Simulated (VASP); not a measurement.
# Mg (Fm-3m) in VASP: further runs, part 2 of 2

VASP 6.6.1. The steps go on from the part before.

### 4 Electric field gradients, PBE (volume scaled by 1.02)

File INCAR:

```
SYSTEM = Mg
  PREC = Accurate
  ENCUT = 520
  EDIFF = 1E-8
  ISMEAR = -1
  SIGMA = 0.03
  LREAL = .False.
  LASPH = .True.
  NELM = 80
  ALGO = Normal
  ISIF = 2
  LWAVE = .False.
  LCHARG = .False.
  GGA = PE
  LEFG = .True.
  NBANDS = 7
```

File KPOINTS:

```
regular mesh
0
Gamma
  16 16 16
  0 0 0
```

File POSCAR:

```
Mg
1.0
    0.0000000000      2.2591190557      2.2591190557
    2.2591190557      0.0000000000      2.2591190557
    2.2591190557      2.2591190557      0.0000000000
Mg
1
Direct
    0.0000000000      0.0000000000      0.0000000000
```

Potentials or basis: VASP PAW PBE potentials, release 64 (Mg).

Started as:

```console
$ cat potpaw_PBE.64/Mg/POTCAR > POTCAR
$ mpirun -np 1 vasp_std > vasp.out
```

OUTCAR:

```text
SYSTEM = Mg
   PREC = Accurate
   ENCUT = 520
   EDIFF = 1E-8
   ISMEAR = -1
   LREAL = .False.
   LASPH = .True.
   NELM = 80
   ISIF = 2
   GGA = PE

 ion  position               nearest neighbor table
   1  0.000  0.000  0.000-

  LATTYP: Found a face centered cubic cell.
 ALAT       =     4.5182381114

  Lattice vectors:

 A1 = (   0.0000000000,   2.2591190557,   2.2591190557)
 A2 = (   2.2591190557,   0.0000000000,   2.2591190557)
 A3 = (   2.2591190557,   2.2591190557,   0.0000000000)

[... 443 lines left out ...]
    total drift:                                0.000000     -0.000000     -0.000000

  FREE ENERGIE OF THE ION-ELECTRON SYSTEM (eV)
  ---------------------------------------------------
  free  energy   TOTEN  =        -1.4923715959 eV

  energy  without entropy=       -1.4905689990  energy(sigma->0) =       -1.49147030

 Electric field gradients (V/A^2)
---------------------------------------------------------------------
 ion       V_xx      V_yy      V_zz      V_xy      V_xz      V_yz
---------------------------------------------------------------------
   1      -0.000    -0.000    -0.000    -0.000    -0.000    -0.000
---------------------------------------------------------------------

 Electric field gradients after diagonalization (V/A^2)
 (convention: |V_zz| > |V_xx| > |V_yy|)
----------------------------------------------------------------------
 ion       V_xx      V_yy      V_zz     asymmetry (V_yy - V_xx)/ V_zz
----------------------------------------------------------------------
   1       0.000     0.000    -0.000       0.000
----------------------------------------------------------------------

           NMR quadrupolar parameters

 Cq : quadrupolar parameter    Cq=e*Q*V_zz/h
 eta: asymmetry parameters     (V_yy - V_xx)/ V_zz
 Q  : nuclear electric quadrupole moment in mb (millibarn)
----------------------------------------------------------------------
 ion       Cq(MHz)       eta       Q (mb)
----------------------------------------------------------------------
   1      -0.000       0.000       1.000
----------------------------------------------------------------------
```

stdout:

```text
POSCAR found type information on POSCAR Mg
 POSCAR found :  1 types and       1 ions
 scaLAPACK will be used
 LDA part: xc-table for (Slater+PW92), standard interpolation
 POSCAR, INCAR and KPOINTS ok, starting setup
 FFT: planning ... GRIDC
 FFT: planning ... GRID_SOFT
 FFT: planning ... GRID
 WAVECAR not read
 entering main loop
ion   1
```

Run time: 28 s. Hardware: 1 thread of AMD EPYC 7R43 (Zen 3), shared host; peak memory 0.11 GiB.

What came out:

- Free energy: -1.4924 eV
- Pressure: 0.0 GPa
- Band gap on the k mesh: zero (band 1 reaches 4.04 eV, above the bottom of band 2 at 1.31 eV)

Caveat: the cell differs from its parent crystal (volume scaled by 1.02); without QUAD_EFG the Cq values of the log hold for a quadrupole moment of 1 mb, not for the nuclei.

### 5 Electric field gradients, PBE

This run uses another cell than the first one, of 22.61 Å³/atom, 1.010 times its volume.

File INCAR:

```
SYSTEM = Mg
PREC = Accurate
ENCUT = 520
EDIFF = 1E-8
ISMEAR = -1
SIGMA = 0.03
LREAL = .FALSE.
LASPH = .TRUE.
NELM = 80
ALGO = Normal
ISIF = 2
LWAVE = .FALSE.
LCHARG = .FALSE.
GGA = PE
LEFG = .TRUE.
NBANDS = 7
```

File KPOINTS:

```
regular mesh
0
G
  16 16 16
  0 0 0
```

File POSCAR:

```
Mg
1.0
    0.0000000000      2.2442560000      2.2442560000
    2.2442560000      0.0000000000      2.2442560000
    2.2442560000      2.2442560000      0.0000000000
Mg
1
Direct
    0.0000000000      0.0000000000      0.0000000000
```

Potentials or basis: VASP PAW PBE potentials, release 64 (Mg).

Started as:

```console
$ cat potpaw_PBE.64/Mg/POTCAR > POTCAR
$ mpirun -np 1 vasp_std > vasp.out
```

OUTCAR:

```text
SYSTEM = Mg
   PREC = Accurate
   ENCUT = 520
   EDIFF = 1E-8
   ISMEAR = -1
   LREAL = .FALSE.
   LASPH = .TRUE.
   NELM = 80
   ISIF = 2
   GGA = PE

 ion  position               nearest neighbor table
   1  0.000  0.000  0.000-

  LATTYP: Found a face centered cubic cell.
 ALAT       =     4.4885120000

  Lattice vectors:

 A1 = (   0.0000000000,   2.2442560000,   2.2442560000)
 A2 = (   2.2442560000,   0.0000000000,   2.2442560000)
 A3 = (   2.2442560000,   2.2442560000,   0.0000000000)

Analysis of symmetry for initial positions (statically):
=====================================================================
 Subroutine PRICEL returns:
 Original cell was already a primitive cell.

 Routine SETGRP: Setting up the symmetry group for a
 face centered cubic supercell.

 Subroutine GETGRP returns: Found 48 space group operations
 (whereof 48 operations were pure point group operations)
 out of a pool of 48 trial point group operations.

The static configuration has the point symmetry O_h .

Analysis of symmetry for dynamics (positions and initial velocities):
=====================================================================
 Subroutine PRICEL returns:
 Original cell was already a primitive cell.

 Routine SETGRP: Setting up the symmetry group for a
 face centered cubic supercell.

 Subroutine GETGRP returns: Found 48 space group operations
 (whereof 48 operations were pure point group operations)
 out of a pool of 48 trial point group operations.

The dynamic configuration has the point symmetry O_h .

 Subroutine INISYM returns: Found 48 space group operations
 (whereof 48 operations are pure point group operations),
 and found     1 'primitive' translations

----------------------------------------------------------------------------------------

                                     Primitive cell

  volume of cell :      22.6072

  direct lattice vectors                    reciprocal lattice vectors
     0.000000000  2.244256000  2.244256000    -0.222790983  0.222790983  0.222790983
     2.244256000  0.000000000  2.244256000     0.222790983 -0.222790983  0.222790983
     2.244256000  2.244256000  0.000000000     0.222790983  0.222790983 -0.222790983

  length of vectors
     3.173857273  3.173857273  3.173857273     0.385885302  0.385885302  0.385885302

  position of ions in fractional coordinates (direct lattice)
     0.000000000  0.000000000  0.000000000

  ion indices of the primitive-cell ions
   primitive index   ion index
                 1           1

----------------------------------------------------------------------------------------

 KPOINTS: regular mesh

Automatic generation of k-mesh.
 Grid dimensions read from file:
[... 61 lines left out ...]
   LSORBIT =      F    spin-orbit coupling
   LASPH  =      T    aspherical Exc in radial PAW
   ENCUT  =  520.0 eV  38.22 Ry    6.18 a.u.   5.90  5.90  5.90*2*pi/ulx,y,z
   NELM   =     80;   NELMIN=  2; NELMDL= -5     # of ELM steps
   EDIFF  = 0.1E-07   stopping-criterion for ELM
   LREAL  =      F    real-space projection
   EDIFFG = 0.1E-06   stopping-criterion for IOM
   NSW    =      0    number of steps for IOM
   IBRION =     -1    ionic relax: 0-MD 1-quasi-New 2-CG
   NFREE  =      0    steps in history (QN), initial steepest desc. (CG)
   ISIF   =      2    stress and relaxation
   ISYM   =      2    0-nonsym 1-usesym 2-fastsym
   POTIM  = 0.5000    time-step for ionic-motion
   TEBEG  =    0.0;   TEEND  =   0.0 temperature during run
   PSTRESS=    0.0 pullay stress
   NELECT =       2.0000    total number of electrons
   NUPDOWN=      -1.0000    fix difference up-down
   EMIN   =  10.00;   EMAX   =-10.00  energy-range for DOS
   EFERMI =   0.00;   METHOD = LEGACY
   ISMEAR =    -1;   SIGMA  =   0.03  broadening in eV -4-tet -1-fermi 0-gaus
   EFERMI_NEDOS =   21; number of points for ismear=-14 and -15
   IALGO  =     38    algorithm
   IMIX   =      4    mixing-type and parameters
     AMIX     =   0.40;   BMIX     =  1.00
     AMIX_MAG =   1.60;   BMIX_MAG =  1.00
  volume/ion in A,a.u.               =      22.61       152.56
  Fermi-wavevector in a.u.,A,eV,Ry     =   0.729462  1.378483  7.239854  0.532114
  Thomas-Fermi vector in A             =   1.821189
   LORBIT       =      0    0 simple, 1 ext, 2 COOP (PROOUT), +10 PAW based schemes
   GGA     = PE    functional components
[... 5 lines left out ...]
 non-spin polarized calculation
  energy-cutoff  :      520.00
  volume of cell :       22.61
 maximum number of plane-waves:       620
   NGX = 11   NGY = 11   NGZ = 11

 number of electron       2.0000000 magnetization

 Free energy of the ion-electron system (eV)
  ---------------------------------------------------
  ext. energy  EPLUGINS =         0.00000000
  ---------------------------------------------------
  free energy    TOTEN  =        -1.49138012 eV

  energy without entropy =       -1.48949499  energy(sigma->0) =       -1.49043756

 E-fermi :   2.6870     XC(G=0):  -8.5392

 val. band max:        2.6532904420   @ k =  -0.3750   0.1875   0.0625
 cond. band min:       2.6872431166   @ k =  -0.4375   0.4375   0.0000
 fundamental gap:      0.0339526746
 Fermi energy:         2.6870252688

 k-point     1 :       0.0000    0.0000    0.0000
  band No.  band energies     occupation
      1      -4.2848      2.00000
      2      15.1572      0.00000
      3      15.1572      0.00000
      4      15.1572      0.00000
      5      17.1705      0.00000
      6      17.1705      0.00000
      7      17.1705      0.00000
[... 221 lines left out ...]
 k-point    24 :      -0.0625    0.0625    0.0000
  band No.  band energies     occupation
      1      -4.0509      2.00000
      2      12.8252      0.00000
      3      13.6569      0.00000
      4      15.3847      0.00000
      5      17.3370      0.00000
      6      17.5017      0.00000
      7      18.1161      0.00000

 [... further k-points ...]

------------------------ aborting loop because EDIFF is reached ----------------------------------------

  FORCE on cell =-STRESS in cart. coord.  units (eV):
  Direction    XX          YY          ZZ          XY          YZ          ZX
  --------------------------------------------------------------------------------------
  -------------------------------------------------------------------------------------
  Total        0.1021570      0.1021570      0.1021570      0.0000000      0.0000000      0.0000000
  in kB        7.2398795      7.2398795      7.2398795      0.0000000      0.0000000      0.0000000
  external PRESSURE =       7.2398795 kB  Pullay stress =       0.0000000 kB

 VOLUME and BASIS-vectors are now :
 -----------------------------------------------------------------------------
  energy-cutoff  :      520.00
  volume of cell :       22.61
      direct lattice vectors                 reciprocal lattice vectors
     0.000000000  2.244256000  2.244256000    -0.222790983  0.222790983  0.222790983
     2.244256000  0.000000000  2.244256000     0.222790983 -0.222790983  0.222790983
     2.244256000  2.244256000  0.000000000     0.222790983  0.222790983 -0.222790983

 POSITION                                       TOTAL-FORCE (eV/Angst)
 -----------------------------------------------------------------------------------
      0.00000      0.00000      0.00000         0.000000      0.000000     -0.000000
 -----------------------------------------------------------------------------------
    total drift:                               -0.000000      0.000000      0.000000

  FREE ENERGIE OF THE ION-ELECTRON SYSTEM (eV)
  ---------------------------------------------------
  free  energy   TOTEN  =        -1.4913801224 eV

  energy  without entropy=       -1.4894949887  energy(sigma->0) =       -1.49043756

 Electric field gradients (V/A^2)
---------------------------------------------------------------------
 ion       V_xx      V_yy      V_zz      V_xy      V_xz      V_yz
---------------------------------------------------------------------
   1       0.000    -0.000    -0.000    -0.000    -0.000    -0.000
---------------------------------------------------------------------

 Electric field gradients after diagonalization (V/A^2)
 (convention: |V_zz| > |V_xx| > |V_yy|)
----------------------------------------------------------------------
 ion       V_xx      V_yy      V_zz     asymmetry (V_yy - V_xx)/ V_zz
----------------------------------------------------------------------
   1       0.000     0.000    -0.000       0.000
----------------------------------------------------------------------

           NMR quadrupolar parameters

 Cq : quadrupolar parameter    Cq=e*Q*V_zz/h
 eta: asymmetry parameters     (V_yy - V_xx)/ V_zz
 Q  : nuclear electric quadrupole moment in mb (millibarn)
----------------------------------------------------------------------
 ion       Cq(MHz)       eta       Q (mb)
----------------------------------------------------------------------
   1      -0.000       0.000       1.000
----------------------------------------------------------------------
```

It took 27 s on 1 thread of AMD EPYC 7R43 (Zen 3), shared host; peak memory 0.11 GiB.

Results:

```
Free energy            : -1.4914 eV
Pressure               : 0.7 GPa
Band gap on the k mesh : zero (band 1 reaches 4.16 eV, above the bottom of band 2 at 1.42 eV)
```

Caveat: without QUAD_EFG the Cq values of the log hold for a quadrupole moment of 1 mb, not for the nuclei.

### 6 The runs side by side

| cell | gap on the mesh (eV) | pressure (GPa) |
| --- | --- | --- |
| a = 3.163 Å, angles 60.0°, 1 atom | none | 1.1 |
| a = 3.195 Å, angles 60.0°, 1 atom | none | 0.0 |
| a = 3.174 Å, angles 60.0°, 1 atom | none | 0.7 |

Alike in all rows: task electric field gradients; level PBE; potentials or basis VASP PAW PBE potentials, release 64 (Mg); no spin polarisation; k mesh 16 × 16 × 16; cutoff (eV) 520; smearing fermi-dirac 0.03 eV.

Absolute energies hang on the potentials; compare differences alone.
